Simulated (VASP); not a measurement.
# Fe (Im-3m) in VASP: single point with PBE

Aim: the single point of Fe with PBE.

Everything below comes from runs of VASP 6.6.1. Logs are shortened: lines on timing, memory, paths and dates and some standing lists are left out, and cuts for length are marked.

### 1 The cell of the first run

The structure is cubic, space group Im-3m (No. 229). The conventional cell has a = 2.831 Å, b = 2.831 Å, c = 2.831 Å, α = 90.00°, β = 90.00°, γ = 90.00°. Fe (site symmetry m-3m) has 14 Fe at 2.45 to 2.83 Å within 3.2 Å.

### 2 Single point, PBE, collinear spin, ferromagnetic start

Contents of INCAR:

```
PREC     = Accurate       # precision mode
ENCUT    = 520            # plane-wave cutoff, eV
EDIFF    = 1E-6           # SCF threshold, eV
ISMEAR   = -1             # smearing method
SIGMA    = 0.1            # smearing width, eV
LREAL    = False          # projectors in reciprocal space
LASPH    = True           # aspherical terms in the spheres
NELM     = 150            # most SCF steps
ALGO     = Normal         # electronic algorithm
ISIF     = 2              # what is computed and relaxed
LWAVE    = False          # write WAVECAR
LCHARG   = True           # write CHGCAR
ISPIN    = 2              # spin polarisation
MAGMOM   = 2.5            # initial moments
LORBIT   = 11             # projections on sites
LMAXMIX  = 4              # l up to which the mixer works
GGA      = PE             # functional
LELF     = True           # ELF
LVHAR    = True         
NBANDS   = 14             # bands
```

Contents of KPOINTS:

```
regular mesh
0
Gamma
  21 21 21
```

Contents of POSCAR:

```
Fe
1.0
   -1.4156766678      1.4156766678      1.4156766678
    1.4156766678     -1.4156766678      1.4156766678
    1.4156766678      1.4156766678     -1.4156766678
Fe
1
Direct
    0.0000000000      0.0000000000      0.0000000000
```

Potentials or basis: VASP PAW PBE potentials, release 64 (Fe).

Launch:

```
$ cat potpaw_PBE.64/Fe/POTCAR > POTCAR
$ mpirun -np 1 vasp_std > vasp.out
```

OUTCAR:

```text
PREC = Accurate
   ENCUT = 520
   EDIFF = 1E-6
   ISMEAR = -1
   LREAL = False
   LASPH = True
   NELM = 150
   ISIF = 2
   ISPIN = 2
   LORBIT = 11
   GGA = PE

 ion  position               nearest neighbor table
   1  0.000  0.000  0.000-

  LATTYP: Found a body centered cubic cell.
 ALAT       =     2.8313533356

  Lattice vectors:

 A1 = (  -1.4156766678,   1.4156766678,   1.4156766678)
 A2 = (   1.4156766678,  -1.4156766678,   1.4156766678)
 A3 = (   1.4156766678,   1.4156766678,  -1.4156766678)

Analysis of symmetry for initial positions (statically):
=====================================================================
 Subroutine PRICEL returns:
 Original cell was already a primitive cell.

 Routine SETGRP: Setting up the symmetry group for a
 body centered cubic supercell.

 Subroutine GETGRP returns: Found 48 space group operations
 (whereof 48 operations were pure point group operations)
 out of a pool of 48 trial point group operations.

The static configuration has the point symmetry O_h .

Analysis of symmetry for dynamics (positions and initial velocities):
=====================================================================
 Subroutine PRICEL returns:
 Original cell was already a primitive cell.

 Routine SETGRP: Setting up the symmetry group for a
 body centered cubic supercell.

 Subroutine GETGRP returns: Found 48 space group operations
 (whereof 48 operations were pure point group operations)
 out of a pool of 48 trial point group operations.

The dynamic configuration has the point symmetry O_h .

Analysis of structural, dynamic, and magnetic symmetry:
=====================================================================
 Subroutine PRICEL returns:
 Original cell was already a primitive cell.

 Routine SETGRP: Setting up the symmetry group for a
 body centered cubic supercell.

 Subroutine GETGRP returns: Found 48 space group operations
 (whereof 48 operations were pure point group operations)
 out of a pool of 48 trial point group operations.

The overall configuration has the point symmetry O_h .

 Subroutine INISYM returns: Found 48 space group operations
 (whereof 48 operations are pure point group operations),
 and found     1 'primitive' translations

----------------------------------------------------------------------------------------

                                     Primitive cell

  volume of cell :      11.3489

  direct lattice vectors                    reciprocal lattice vectors
    -1.415676668  1.415676668  1.415676668     0.000000000  0.353187992  0.353187992
     1.415676668 -1.415676668  1.415676668     0.353187992  0.000000000  0.353187992
     1.415676668  1.415676668 -1.415676668     0.353187992  0.353187992  0.000000000

  length of vectors
     2.452023916  2.452023916  2.452023916     0.499483249  0.499483249  0.499483249

  position of ions in fractional coordinates (direct lattice)
     0.000000000  0.000000000  0.000000000

  ion indices of the primitive-cell ions
   primitive index   ion index
                 1           1

----------------------------------------------------------------------------------------

 KPOINTS: regular mesh

Automatic generation of k-mesh.
 Grid dimensions read from file:
 generate k-points for:   21   21   21

 Generating k-lattice:

  Cartesian coordinates                     Fractional coordinates (reciprocal lattice)
     0.000000000  0.016818476  0.016818476     0.047619048  0.000000000  0.000000000
     0.016818476  0.000000000  0.016818476     0.000000000  0.047619048  0.000000000
     0.016818476  0.016818476  0.000000000     0.000000000  0.000000000  0.047619048

  Length of vectors
     0.023784917  0.023784917  0.023784917

  Shift w.r.t. Gamma in fractional coordinates (k-lattice)
     0.000000000  0.000000000  0.000000000

 Subroutine IBZKPT returns following result:
 ===========================================

 Found    286 irreducible k-points:

 Following reciprocal coordinates:
            Coordinates               Weight
  0.000000  0.000000  0.000000      1.000000
  0.047619  0.000000  0.000000     12.000000
  0.095238  0.000000  0.000000     12.000000
  0.142857  0.000000  0.000000     12.000000
  0.190476  0.000000  0.000000     12.000000
  0.238095  0.000000  0.000000     12.000000
[... 16 lines left out ...]
  0.142857  0.095238  0.000000     48.000000
  0.190476  0.095238 -0.000000     48.000000
 [... further k-points ...]
   k-points           NKPTS =    286   k-points in BZ     NKDIM =    286   number of bands    NBANDS=     14
   number of dos      NEDOS =    301   number of ions     NIONS =      1
   total plane-waves  NPLWV =   5832
   dimension x,y,z NGX =    18 NGY =   18 NGZ =   18
   dimension x,y,z NGXF=    36 NGYF=   36 NGZF=   36
   ions per type =               1
   NGX,Y,Z   is equivalent  to a cutoff of  12.20, 12.20, 12.20 a.u.
   NGXF,Y,Z  is equivalent  to a cutoff of  24.41, 24.41, 24.41 a.u.
 SYSTEM =  unknown system
   PREC   = accura    normal or accurate (medium, high low for compatibility)
   ISTART =      0    job   : 0-new  1-cont  2-samecut
   ICHARG =      2    charge: 1-file 2-atom 10-const
   ISPIN  =      2    spin polarized calculation?
   LNONCOLLINEAR =      F non collinear calculations
   LSORBIT =      F    spin-orbit coupling
   LASPH  =      T    aspherical Exc in radial PAW
   ENCUT  =  520.0 eV  38.22 Ry    6.18 a.u.   4.56  4.56  4.56*2*pi/ulx,y,z
   NELM   =    150;   NELMIN=  2; NELMDL= -5     # of ELM steps
   EDIFF  = 0.1E-05   stopping-criterion for ELM
   LREAL  =      F    real-space projection
   EDIFFG = 0.1E-04   stopping-criterion for IOM
   NSW    =      0    number of steps for IOM
   IBRION =     -1    ionic relax: 0-MD 1-quasi-New 2-CG
   NFREE  =      0    steps in history (QN), initial steepest desc. (CG)
   ISIF   =      2    stress and relaxation
   ISYM   =      2    0-nonsym 1-usesym 2-fastsym
   POTIM  = 0.5000    time-step for ionic-motion
   TEBEG  =    0.0;   TEEND  =   0.0 temperature during run
   PSTRESS=    0.0 pullay stress
   NELECT =       8.0000    total number of electrons
   NUPDOWN=      -1.0000    fix difference up-down
   EMIN   =  10.00;   EMAX   =-10.00  energy-range for DOS
   EFERMI =   0.00;   METHOD = LEGACY
   ISMEAR =    -1;   SIGMA  =   0.10  broadening in eV -4-tet -1-fermi 0-gaus
   EFERMI_NEDOS =   21; number of points for ismear=-14 and -15
   IALGO  =     38    algorithm
   IMIX   =      4    mixing-type and parameters
     AMIX     =   0.40;   BMIX     =  1.00
     AMIX_MAG =   1.60;   BMIX_MAG =  1.00
  volume/ion in A,a.u.               =      11.35        76.59
  Fermi-wavevector in a.u.,A,eV,Ry     =   1.456982  2.753296 28.882387  2.122796
  Thomas-Fermi vector in A             =   2.573836
   LORBIT       =     11    0 simple, 1 ext, 2 COOP (PROOUT), +10 PAW based schemes
   GGA     = PE    functional components
   LHFCALC =     F    Hartree Fock is set to
   AEXX    =    0.0000 exact exchange contribution
   IVDW    =     0    specifies the selected vdW correction
   LEPSILON=     F    determine dielectric tensor
   LRPA    =     F    only Hartree local field effects (RPA)
 spin polarized calculation
  energy-cutoff  :      520.00
  volume of cell :       11.35
 maximum number of plane-waves:       321
   NGX =  9   NGY =  9   NGZ =  9

 number of electron       8.0000009 magnetization       2.1727328

 Free energy of the ion-electron system (eV)
  ---------------------------------------------------
  ext. energy  EPLUGINS =         0.00000000
  ---------------------------------------------------
  free energy    TOTEN  =        -8.25847809 eV

  energy without entropy =       -8.22678404  energy(sigma->0) =       -8.24263107

 E-fermi :   5.8468     XC(G=0): -13.1233

 val. band max:        5.8428371272   @ k =  -0.4286   0.4286   0.3333
 cond. band min:       5.8546186932   @ k =  -0.2381   0.2381   0.1905
 fundamental gap:      0.0117815660
 Fermi energy:         5.8467691235

 spin component 1

 k-point     1 :       0.0000    0.0000    0.0000
  band No.  band energies     occupation
      1      -2.6035      1.00000
      2       3.5384      1.00000
      3       3.5385      1.00000
      4       3.5385      1.00000
      5       4.7475      0.99998
      6       4.7475      0.99998
      7      30.8665      0.00000
      8      30.8665      0.00000
      9      30.8665      0.00000
     10      35.9553      0.00000
     11      35.9553      0.00000
     12      38.2701      0.00000
     13      38.2701      0.00000
     14      38.2701      0.00000

 k-point     2 :       0.0476    0.0000    0.0000
  band No.  band energies     occupation
      1      -2.5092      1.00000
      2       3.5126      1.00000
      3       3.5369      1.00000
      4       3.5892      1.00000
      5       4.7211      0.99999
      6       4.7495      0.99998
      7      30.2181      0.00000
      8      30.7322      0.00000
      9      30.7973      0.00000
     10      35.5047      0.00000
     11      36.2567      0.00000
     12      36.6991      0.00000
     13      36.9619      0.00000
     14      38.5237      0.00000
[... 343 lines left out ...]
      1      -0.9398      1.00000
      2       3.1841      1.00000
      3       3.2831      1.00000
      4       4.4781      1.00000
      5       4.5040      1.00000
      6       4.8452      0.99996
      7      24.4998      0.00000
      8      26.2545      0.00000
      9      30.2493      0.00000
     10      31.2318      0.00000
     11      34.8814      0.00000
     12      36.2936      0.00000
     13      40.3604      0.00000
     14      40.6175      0.00000

 k-point    24 :       0.1905    0.0952   -0.0000
  band No.  band energies     occupation
      1      -0.2759      1.00000
      2       3.0244      1.00000
      3       3.2148      1.00000
      4       4.4948      1.00000
      5       4.8619      0.99995
      6       4.9345      0.99989
      7      22.3558      0.00000
      8      25.2593      0.00000
      9      28.9741      0.00000
     10      31.1127      0.00000
     11      35.2299      0.00000
     12      36.2022      0.00000
     13      41.5488      0.00000
     14      42.0709      0.00000

 [... further k-points ...]

 spin component 2

 k-point     1 :       0.0000    0.0000    0.0000
  band No.  band energies     occupation
      1      -2.4387      1.00000
      2       5.4276      0.98511
      3       5.4277      0.98509
      4       5.4277      0.98509
      5       7.4870      0.00000
      6       7.4872      0.00000
      7      30.6154      0.00000
      8      30.6154      0.00000
      9      30.6154      0.00000
     10      36.1548      0.00000
     11      36.1548      0.00000
     12      38.9153      0.00000
     13      38.9153      0.00000
     14      38.9154      0.00000

 k-point     2 :       0.0476    0.0000    0.0000
  band No.  band energies     occupation
      1      -2.3440      1.00000
      2       5.3965      0.98904
      3       5.4226      0.98582
      4       5.4828      0.97441
      5       7.4523      0.00000
      6       7.4893      0.00000
      7      30.0719      0.00000
      8      30.5107      0.00000
      9      30.5823      0.00000
     10      35.7954      0.00000
     11      36.5240      0.00000
     12      37.5355      0.00000
     13      37.6951      0.00000
     14      39.1384      0.00000
[... 343 lines left out ...]
      1      -0.7429      1.00000
      2       4.9930      0.99980
      3       5.1109      0.99936
      4       6.4548      0.00228
      5       7.0824      0.00000
      6       7.5921      0.00000
      7      24.9279      0.00000
      8      26.5945      0.00000
      9      30.8454      0.00000
     10      31.3029      0.00000
     11      35.2094      0.00000
     12      36.8428      0.00000
     13      40.8215      0.00000
     14      40.9308      0.00000

 k-point    24 :       0.1905    0.0952   -0.0000
  band No.  band energies     occupation
      1      -0.0298      1.00000
      2       4.8066      0.99997
      3       4.9877      0.99981
      4       6.8786      0.00003
      5       7.0493      0.00001
      6       7.6416      0.00000
      7      22.9346      0.00000
      8      25.6274      0.00000
      9      29.5856      0.00000
     10      31.2280      0.00000
     11      35.6143      0.00000
     12      36.6579      0.00000
     13      41.8056      0.00000
     14      42.5537      0.00000

 [... further k-points ...]

------------------------ aborting loop because EDIFF is reached ----------------------------------------

  FORCE on cell =-STRESS in cart. coord.  units (eV):
  Direction    XX          YY          ZZ          XY          YZ          ZX
  --------------------------------------------------------------------------------------
  -------------------------------------------------------------------------------------
  Total       -0.0281757     -0.0281757     -0.0281757      0.0000000      0.0000000     -0.0000000
  in kB       -3.9777127     -3.9777127     -3.9777127      0.0000000      0.0000000     -0.0000000
  external PRESSURE =      -3.9777127 kB  Pullay stress =       0.0000000 kB

 VOLUME and BASIS-vectors are now :
 -----------------------------------------------------------------------------
  energy-cutoff  :      520.00
  volume of cell :       11.35
      direct lattice vectors                 reciprocal lattice vectors
    -1.415676668  1.415676668  1.415676668     0.000000000  0.353187992  0.353187992
     1.415676668 -1.415676668  1.415676668     0.353187992  0.000000000  0.353187992
     1.415676668  1.415676668 -1.415676668     0.353187992  0.353187992  0.000000000

 POSITION                                       TOTAL-FORCE (eV/Angst)
 -----------------------------------------------------------------------------------
      0.00000      0.00000      0.00000         0.000000     -0.000000      0.000000
 -----------------------------------------------------------------------------------
    total drift:                                0.000000      0.000000      0.000000

  FREE ENERGIE OF THE ION-ELECTRON SYSTEM (eV)
  ---------------------------------------------------
  free  energy   TOTEN  =        -8.2584780895 eV

  energy  without entropy=       -8.2267840424  energy(sigma->0) =       -8.24263107

 total charge

# of ion       s       p       d       tot
------------------------------------------
    1        0.488   0.542   6.241   7.270

 magnetization (x)

# of ion       s       p       d       tot
------------------------------------------
    1       -0.013  -0.055   2.239   2.170
```

It took 50 s on 1 thread of Intel Xeon Platinum 8375C at 2.90GHz (Ice Lake), shared host; peak memory 0.18 GiB.

What came out:

| Property | Result |
| --- | --- |
| Free energy | -8.2585 eV |
| Pressure | -0.4 GPa |
| Net moment | 2.17 μB per cell |
| Site moments | Fe +2.17 μB |
| Valence electrons inside the program's atomic spheres | Fe 7.27 |
